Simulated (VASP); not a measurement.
# Sr (Pm-3m) in VASP: a series of runs

Runs on Sr. Level: PBE. Tasks: density of states.

Program: VASP 6.6.1. These are calculated values, not measurements. Logs are shortened: lines on timing, memory, paths and dates and some standing lists are left out, and cuts for length are marked.

**1. The cell of the first run**

The structure is cubic, space group Pm-3m (No. 221). Conventional cell: a = 2.905 Å, b = 2.905 Å, c = 2.905 Å, α = 90.00°, β = 90.00°, γ = 90.00°. Within 3.8 Å of Sr (site symmetry m-3m) lie 6 Sr at 2.91 Å.

**2. Density of states, PBE (volume scaled by 0.43)**

POSCAR

```
Sr
1.0
    2.9052510543      0.0000000000      0.0000000000
    0.0000000000      2.9052510543      0.0000000000
    0.0000000000      0.0000000000      2.9052510543
Sr
1
Direct
    0.0000000000      0.0000000000      0.0000000000
```

INCAR.step1

```
PREC     = Accurate       # precision mode
ENCUT    = 520            # plane-wave cutoff, eV
EDIFF    = 1E-6           # SCF threshold, eV
ISMEAR   = -1             # smearing method
SIGMA    = 0.05           # smearing width, eV
LREAL    = False          # projectors in reciprocal space
LASPH    = True           # aspherical terms in the spheres
NELM     = 100            # most SCF steps
ALGO     = Normal         # electronic algorithm
ISIF     = 2              # what is computed and relaxed
LWAVE    = False          # write WAVECAR
LCHARG   = True           # write CHGCAR
GGA      = PE             # functional
NBANDS   = 11             # bands
```

KPOINTS.step1

```
Automatic mesh
0
Gamma
  10 10 10
```

INCAR.step2

```
PREC     = Accurate       # precision mode
ENCUT    = 520            # plane-wave cutoff, eV
EDIFF    = 1E-6           # SCF threshold, eV
ISMEAR   = -5             # smearing method
SIGMA    = 0.05           # smearing width, eV
LREAL    = False          # projectors in reciprocal space
LASPH    = True           # aspherical terms in the spheres
NELM     = 100            # most SCF steps
ALGO     = Normal         # electronic algorithm
ISIF     = 2              # what is computed and relaxed
LWAVE    = False          # write WAVECAR
LCHARG   = False          # write CHGCAR
GGA      = PE             # functional
LORBIT   = 11             # projections on sites
NBANDS   = 11             # bands
NEDOS    = 1001           # points of the DOS
ICHARG   = 11             # starting density
```

KPOINTS.step2

```
Automatic mesh
0
Gamma
  15 15 15
```

Potentials or basis: VASP PAW PBE potentials, release 64 (Sr_sv).

The run is started by

```
$ cat potpaw_PBE.64/Sr_sv/POTCAR > POTCAR
$ cp INCAR.step1 INCAR
$ cp KPOINTS.step1 KPOINTS
$ mpirun -np 1 vasp_std > vasp.out
$ cp INCAR.step2 INCAR
$ cp KPOINTS.step2 KPOINTS
$ mpirun -np 1 vasp_std > vasp.out
```

OUTCAR:

```text
PREC = Accurate
   ENCUT = 520
   EDIFF = 1E-6
   ISMEAR = -5
   LREAL = False
   LASPH = True
   NELM = 100
   ISIF = 2
   GGA = PE
   LORBIT = 11
   ICHARG = 11

 ion  position               nearest neighbor table
   1  0.000  0.000  0.000-

  LATTYP: Found a simple cubic cell.
 ALAT       =     2.9052510543

  Lattice vectors:

 A1 = (   2.9052510543,   0.0000000000,   0.0000000000)
 A2 = (   0.0000000000,   2.9052510543,   0.0000000000)
 A3 = (   0.0000000000,   0.0000000000,   2.9052510543)

Analysis of symmetry for initial positions (statically):
=====================================================================
 Subroutine PRICEL returns:
 Original cell was already a primitive cell.

 Routine SETGRP: Setting up the symmetry group for a
 simple cubic supercell.

 Subroutine GETGRP returns: Found 48 space group operations
 (whereof 48 operations were pure point group operations)
 out of a pool of 48 trial point group operations.

The static configuration has the point symmetry O_h .

Analysis of symmetry for dynamics (positions and initial velocities):
=====================================================================
 Subroutine PRICEL returns:
 Original cell was already a primitive cell.

 Routine SETGRP: Setting up the symmetry group for a
 simple cubic supercell.

 Subroutine GETGRP returns: Found 48 space group operations
 (whereof 48 operations were pure point group operations)
 out of a pool of 48 trial point group operations.

The dynamic configuration has the point symmetry O_h .

 Subroutine INISYM returns: Found 48 space group operations
 (whereof 48 operations are pure point group operations),
 and found     1 'primitive' translations

----------------------------------------------------------------------------------------

                                     Primitive cell

  volume of cell :      24.5217

  direct lattice vectors                    reciprocal lattice vectors
     2.905251054  0.000000000  0.000000000     0.344204333  0.000000000  0.000000000
     0.000000000  2.905251054  0.000000000     0.000000000  0.344204333  0.000000000
     0.000000000  0.000000000  2.905251054     0.000000000  0.000000000  0.344204333

  length of vectors
     2.905251054  2.905251054  2.905251054     0.344204333  0.344204333  0.344204333

  position of ions in fractional coordinates (direct lattice)
     0.000000000  0.000000000  0.000000000

  ion indices of the primitive-cell ions
   primitive index   ion index
                 1           1

----------------------------------------------------------------------------------------

 KPOINTS: Automatic mesh

Automatic generation of k-mesh.
 Grid dimensions read from file:
 generate k-points for:   15   15   15

 Generating k-lattice:

  Cartesian coordinates                     Fractional coordinates (reciprocal lattice)
     0.022946956  0.000000000  0.000000000     0.066666667  0.000000000  0.000000000
     0.000000000  0.022946956  0.000000000     0.000000000  0.066666667  0.000000000
     0.000000000  0.000000000  0.022946956     0.000000000  0.000000000  0.066666667

  Length of vectors
     0.022946956  0.022946956  0.022946956

  Shift w.r.t. Gamma in fractional coordinates (k-lattice)
     0.000000000  0.000000000  0.000000000

 TETIRR: Found   1667 inequivalent tetrahedra from    20250

 Subroutine IBZKPT returns following result:
 ===========================================

 Found    120 irreducible k-points:

 Following reciprocal coordinates:
            Coordinates               Weight
  0.000000  0.000000  0.000000      1.000000
  0.066667  0.000000  0.000000      6.000000
  0.133333  0.000000  0.000000      6.000000
  0.200000  0.000000  0.000000      6.000000
  0.266667  0.000000  0.000000      6.000000
  0.333333  0.000000  0.000000      6.000000
[... 16 lines left out ...]
  0.266667  0.200000  0.000000     24.000000
  0.333333  0.200000  0.000000     24.000000
 [... further k-points ...]
   k-points           NKPTS =    120   k-points in BZ     NKDIM =    120   number of bands    NBANDS=     11
   number of dos      NEDOS =   1001   number of ions     NIONS =      1
   total plane-waves  NPLWV =  13824
   dimension x,y,z NGX =    24 NGY =   24 NGZ =   24
   dimension x,y,z NGXF=    48 NGYF=   48 NGZF=   48
   ions per type =               1
   NGX,Y,Z   is equivalent  to a cutoff of  13.73, 13.73, 13.73 a.u.
   NGXF,Y,Z  is equivalent  to a cutoff of  27.47, 27.47, 27.47 a.u.
 SYSTEM =  unknown system
   PREC   = accura    normal or accurate (medium, high low for compatibility)
   ISTART =      0    job   : 0-new  1-cont  2-samecut
   ICHARG =     11    charge: 1-file 2-atom 10-const
   ISPIN  =      1    spin polarized calculation?
   LNONCOLLINEAR =      F non collinear calculations
   LSORBIT =      F    spin-orbit coupling
   LASPH  =      T    aspherical Exc in radial PAW
   ENCUT  =  520.0 eV  38.22 Ry    6.18 a.u.   5.40  5.40  5.40*2*pi/ulx,y,z
   NELM   =    100;   NELMIN=  2; NELMDL=  0     # of ELM steps
   EDIFF  = 0.1E-05   stopping-criterion for ELM
   LREAL  =      F    real-space projection
   EDIFFG = 0.1E-04   stopping-criterion for IOM
   NSW    =      0    number of steps for IOM
   IBRION =     -1    ionic relax: 0-MD 1-quasi-New 2-CG
   NFREE  =      0    steps in history (QN), initial steepest desc. (CG)
   ISIF   =      2    stress and relaxation
   ISYM   =      2    0-nonsym 1-usesym 2-fastsym
   POTIM  = 0.5000    time-step for ionic-motion
   TEBEG  =    0.0;   TEEND  =   0.0 temperature during run
   PSTRESS=    0.0 pullay stress
   NELECT =      10.0000    total number of electrons
   NUPDOWN=      -1.0000    fix difference up-down
   EMIN   =  10.00;   EMAX   =-10.00  energy-range for DOS
   EFERMI =   0.00;   METHOD = LEGACY
   ISMEAR =    -5;   SIGMA  =   0.05  broadening in eV -4-tet -1-fermi 0-gaus
   EFERMI_NEDOS =   21; number of points for ismear=-14 and -15
   IALGO  =     38    algorithm
   IMIX   =      4    mixing-type and parameters
     AMIX     =   0.40;   BMIX     =  1.00
     AMIX_MAG =   1.60;   BMIX_MAG =  1.00
  volume/ion in A,a.u.               =      24.52       165.48
  Fermi-wavevector in a.u.,A,eV,Ry     =   1.214016  2.294158 20.052748  1.473835
  Thomas-Fermi vector in A             =   2.349450
   LORBIT       =     11    0 simple, 1 ext, 2 COOP (PROOUT), +10 PAW based schemes
   GGA     = PE    functional components
   LHFCALC =     F    Hartree Fock is set to
   AEXX    =    0.0000 exact exchange contribution
   IVDW    =     0    specifies the selected vdW correction
   LEPSILON=     F    determine dielectric tensor
   LRPA    =     F    only Hartree local field effects (RPA)
 non-spin polarized calculation
 Fermi weights with tetrahedron method with Bloechl corrections
  energy-cutoff  :      520.00
  volume of cell :       24.52
 maximum number of plane-waves:       691
 NGX is ok and might be reduce to    24

 number of electron      10.0000000 magnetization

 Free energy of the ion-electron system (eV)
  ---------------------------------------------------
  ext. energy  EPLUGINS =         0.00000000
  ---------------------------------------------------
  free energy    TOTEN  =         0.21107217 eV

  energy without entropy =        0.21107217  energy(sigma->0) =        0.21107217

 E-fermi :   5.1372     XC(G=0): -10.3136

 val. band max:        5.0849877130   @ k =   0.4667   0.0667   0.0000
 cond. band min:       5.0822545814   @ k =   0.4667   0.4000   0.4000
 fundamental gap:     -0.0027331316
 Fermi energy:         5.1372304028

 k-point     1 :       0.0000    0.0000    0.0000
  band No.  band energies     occupation
      1     -31.3292      2.00000
      2     -11.9157      2.00000
      3     -11.9157      2.00000
      4     -11.9157      2.00000
      5       1.4992      2.00000
      6       5.0215      2.00945
      7       5.0215      1.01337
      8      14.6974      0.00000
      9      14.6974      0.00000
     10      14.6974      0.00000
     11      19.3051      0.00000

 k-point     2 :       0.0667    0.0000    0.0000
  band No.  band energies     occupation
      1     -31.3128      2.00000
      2     -12.0600      2.00000
      3     -11.9039      2.00000
      4     -11.9039      2.00000
      5       1.6442      2.00000
      6       5.0660      1.20905
      7       5.2069      0.03349
      8      14.2846      0.00000
      9      14.2846      0.00000
     10      14.7205      0.00000
     11      18.7200      0.00000

 k-point     3 :       0.1333    0.0000    0.0000
  band No.  band energies     occupation
      1     -31.2657      2.00000
      2     -12.4494      2.00000
      3     -11.8701      2.00000
      4     -11.8701      2.00000
      5       2.0291      2.00000
      6       5.1953      0.02450
      7       5.7416      0.00000
      8      13.3777      0.00000
      9      13.3777      0.00000
     10      14.7864      0.00000
     11      17.5550      0.00000

 k-point     4 :       0.2000    0.0000    0.0000
  band No.  band energies     occupation
      1     -31.1952      2.00000
      2     -12.9815      2.00000
      3     -11.8197      2.00000
      4     -11.8197      2.00000
      5       2.5571      2.00000
      6       5.3966      0.00000
      7       6.5186      0.00000
      8      12.3777      0.00000
      9      12.3777      0.00000
     10      14.8859      0.00000
     11      16.4743      0.00000
[... 239 lines left out ...]
 k-point    22 :       0.2000    0.2000    0.0000
  band No.  band energies     occupation
      1     -31.0634      2.00000
      2     -12.9109      2.00000
      3     -12.7939      2.00000
      4     -11.7263      2.00000
      5       3.4926      2.00000
      6       6.1827      0.00000
      7       7.4342      0.00000
      8      10.2392      0.00000
      9      12.3245      0.00000
     10      13.1108      0.00000
     11      17.7746      0.00000

 k-point    23 :       0.2667    0.2000    0.0000
  band No.  band energies     occupation
      1     -30.9820      2.00000
      2     -13.4067      2.00000
      3     -12.7676      2.00000
      4     -11.6693      2.00000
      5       3.9493      2.00000
      6       6.2809      0.00000
      7       8.0236      0.00000
      8       9.9577      0.00000
      9      11.7068      0.00000
     10      13.0235      0.00000
     11      17.1112      0.00000

 k-point    24 :       0.3333    0.2000    0.0000
  band No.  band energies     occupation
      1     -30.9023      2.00000
      2     -13.8927      2.00000
      3     -12.6934      2.00000
      4     -11.6138      2.00000
      5       4.3724      2.00000
      6       6.2161      0.00000
      7       8.1154      0.00000
      8      10.4006      0.00000
      9      11.0425      0.00000
     10      13.1472      0.00000
     11      16.8077      0.00000

 [... further k-points ...]
[... 5 lines left out ...]
  --------------------------------------------------------------------------------------
  -------------------------------------------------------------------------------------
  Total        4.4616124      4.4616124      4.4616124      0.0000000     -0.0000000     -0.0000000
  in kB      291.5086325    291.5086325    291.5086325      0.0000000     -0.0000000     -0.0000000
  external PRESSURE =     291.5086325 kB  Pullay stress =       0.0000000 kB

 VOLUME and BASIS-vectors are now :
 -----------------------------------------------------------------------------
  energy-cutoff  :      520.00
  volume of cell :       24.52
      direct lattice vectors                 reciprocal lattice vectors
     2.905251054  0.000000000  0.000000000     0.344204333  0.000000000  0.000000000
     0.000000000  2.905251054  0.000000000     0.000000000  0.344204333  0.000000000
     0.000000000  0.000000000  2.905251054     0.000000000  0.000000000  0.344204333

 POSITION                                       TOTAL-FORCE (eV/Angst)
 -----------------------------------------------------------------------------------
      0.00000      0.00000      0.00000         0.000000      0.000000      0.000000
 -----------------------------------------------------------------------------------
    total drift:                                0.000000     -0.000000     -0.000000

  FREE ENERGIE OF THE ION-ELECTRON SYSTEM (eV)
  ---------------------------------------------------
  free  energy   TOTEN  =         0.2110721749 eV

  energy  without entropy=        0.2110721749  energy(sigma->0) =        0.21107217

 total charge

# of ion       s       p       d       tot
------------------------------------------
    1        2.075   5.747   0.514   8.336
```

Wall time 32 s (1 thread of AMD EPYC 7R43 (Zen 3), shared host); peak memory 0.12 GiB.

Results:

| Property | Result |
| --- | --- |
| Valence electrons inside the program's atomic spheres | Sr 8.34 |

Levels at points of the mesh, in eV from the Fermi level:
```tsv
k point	band 2	band 3	band 4	band 5	band 6	band 7	band 8	band 9
(0.00, 0.00, 0.00)	-17.05	-17.05	-17.05	-3.64	-0.12	-0.12	9.56	9.56
```

Caveat: the cell differs from its parent crystal (volume scaled by 0.43); tetrahedron occupations give inexact forces and stress in metals.

**3. Density of states, PBE (volume scaled by 0.5)**

POSCAR

```
Sr
1.0
    3.0550443344      0.0000000000      0.0000000000
    0.0000000000      3.0550443344      0.0000000000
    0.0000000000      0.0000000000      3.0550443344
Sr
1
Direct
    0.0000000000      0.0000000000      0.0000000000
```

INCAR.step1

```
ALGO = Normal
EDIFF = 1E-7
ENCUT = 520
GGA = PE
ISIF = 2
ISMEAR = -1
LASPH = T
LCHARG = T
LREAL = F
LWAVE = F
NBANDS = 11
NELM = 100
PREC = Accurate
SIGMA = 0.05
```

KPOINTS.step1

```
k-points
0
Gamma
  10 10 10
```

INCAR.step2

```
ALGO = Normal
EDIFF = 1E-7
ENCUT = 520
GGA = PE
ICHARG = 11
ISIF = 2
ISMEAR = -5
LASPH = T
LCHARG = F
LORBIT = 11
LREAL = F
LWAVE = F
NEDOS = 1001
NELM = 100
PREC = Accurate
SIGMA = 0.05
```

KPOINTS.step2

```
k-points
0
Gamma
  15 15 15
```

Potentials or basis: VASP PAW PBE potentials, release 64 (Sr_sv).

The run is started by

```
$ cat potpaw_PBE.64/Sr_sv/POTCAR > POTCAR
$ cp INCAR.step1 INCAR
$ cp KPOINTS.step1 KPOINTS
$ mpirun -np 1 vasp_std > vasp.out
$ cp INCAR.step2 INCAR
$ cp KPOINTS.step2 KPOINTS
$ mpirun -np 1 vasp_std > vasp.out
```

It took 34 s on 1 thread of AMD EPYC 7R43 (Zen 3), shared host; peak memory 0.12 GiB.

It converged, with:

| Item | Value |
| --- | --- |
| Valence electrons inside the program's atomic spheres | Sr 8.22 |

Levels at points of the mesh, in eV from the Fermi level:
```
           k point  band 2  band 3  band 4  band 5  band 6  band 7  band 8  band 9
(0.00, 0.00, 0.00)  -17.31  -17.31  -17.31   -3.72    0.23    0.23    8.56    8.56
```

Caveat: the cell differs from its parent crystal (volume scaled by 0.5); tetrahedron occupations give inexact forces and stress in metals.

**4. Density of states, PBE**

This run uses another cell than the first one, of 57.03 Å³/atom, 2.326 times its volume.

POSCAR

```
Sr
1.0
    3.8491146653      0.0000000000      0.0000000000
    0.0000000000      3.8491146653      0.0000000000
    0.0000000000      0.0000000000      3.8491146653
Sr
1
Direct
    0.0000000000      0.0000000000      0.0000000000
```

INCAR.step1

```
ALGO = Normal
EDIFF = 1E-6
ENCUT = 520
GGA = PE
ISIF = 2
ISMEAR = -1
LASPH = True
LCHARG = True
LREAL = False
LWAVE = False
NBANDS = 11
NELM = 80
PREC = Accurate
SIGMA = 0.05
```

KPOINTS.step1 is that of step 3.

INCAR.step2

```
ALGO = Normal
EDIFF = 1E-6
ENCUT = 520
GGA = PE
ICHARG = 11
ISIF = 2
ISMEAR = -5
LASPH = True
LCHARG = False
LORBIT = 10
LREAL = False
LWAVE = False
NEDOS = 2001
NELM = 80
PREC = Accurate
SIGMA = 0.05
```

KPOINTS.step2 is that of step 3.

The run is started by

```
$ cat potpaw_PBE.64/Sr_sv/POTCAR > POTCAR
$ cp INCAR.step1 INCAR
$ cp KPOINTS.step1 KPOINTS
$ mpirun -np 1 vasp_std > vasp.out
$ cp INCAR.step2 INCAR
$ cp KPOINTS.step2 KPOINTS
$ mpirun -np 1 vasp_std > vasp.out
```

Wall time 64 s (1 thread of AMD EPYC 7R43 (Zen 3), shared host); peak memory 0.16 GiB.

It converged, with:

```yaml
Valence_electrons_inside_the_program's_atomic_spheres: Sr 7.92
```

Levels at points of the mesh, in eV from the Fermi level:
```csv
k point,band 1,band 2,band 3,band 4,band 5,band 6,band 7,band 8,band 9
"(0.00, 0.00, 0.00)",-36.85,-18.70,-18.70,-18.70,-3.41,0.71,0.71,4.91,4.91
```

Caveat: tetrahedron occupations give inexact forces and stress in metals.

**5. Density of states, PBE**

This run uses another cell than the first one, of 57.03 Å³/atom, 2.326 times its volume.

POSCAR is that of step 4.

INCAR.step1

```
SYSTEM = Sr
  PREC = Accurate
  ENCUT = 520
  EDIFF = 1E-6
  ISMEAR = -1
  SIGMA = 0.05
  LREAL = .FALSE.
  LASPH = .TRUE.
  NELM = 80
  ALGO = Normal
  ISIF = 2
  LWAVE = .FALSE.
  LCHARG = .TRUE.
  GGA = PE
  NBANDS = 11
```

KPOINTS.step1

```
regular mesh
0
G
  10 10 10
  0 0 0
```

INCAR.step2

```
SYSTEM = Sr
  PREC = Accurate
  ENCUT = 520
  EDIFF = 1E-6
  ISMEAR = -5
  SIGMA = 0.05
  LREAL = .FALSE.
  LASPH = .TRUE.
  NELM = 80
  ALGO = Normal
  ISIF = 2
  LWAVE = .FALSE.
  LCHARG = .FALSE.
  GGA = PE
  LORBIT = 11
  NBANDS = 11
  NEDOS = 2001
  ICHARG = 11
```

KPOINTS.step2

```
regular mesh
0
G
  15 15 15
  0 0 0
```

The run is started by

```
$ cat potpaw_PBE.64/Sr_sv/POTCAR > POTCAR
$ cp INCAR.step1 INCAR
$ cp KPOINTS.step1 KPOINTS
$ mpirun -np 1 vasp_std > vasp.out
$ cp INCAR.step2 INCAR
$ cp KPOINTS.step2 KPOINTS
$ mpirun -np 1 vasp_std > vasp.out
```

Run time: 49 s. Hardware: 1 thread of Intel Xeon 6975P-C, shared host; peak memory 0.21 GiB.

The run converged. Its results:

| Quantity | Value |
| --- | --- |
| Valence electrons inside the program's atomic spheres | Sr 7.92 |

Levels at points of the mesh, in eV from the Fermi level:
| k point | band 2 | band 3 | band 4 | band 5 | band 6 | band 7 | band 8 | band 9 |
| --- | --- | --- | --- | --- | --- | --- | --- | --- |
| (0.00, 0.00, 0.00) | -18.70 | -18.70 | -18.70 | -3.41 | 0.71 | 0.71 | 4.91 | 4.91 |

Caveat: tetrahedron occupations give inexact forces and stress in metals.
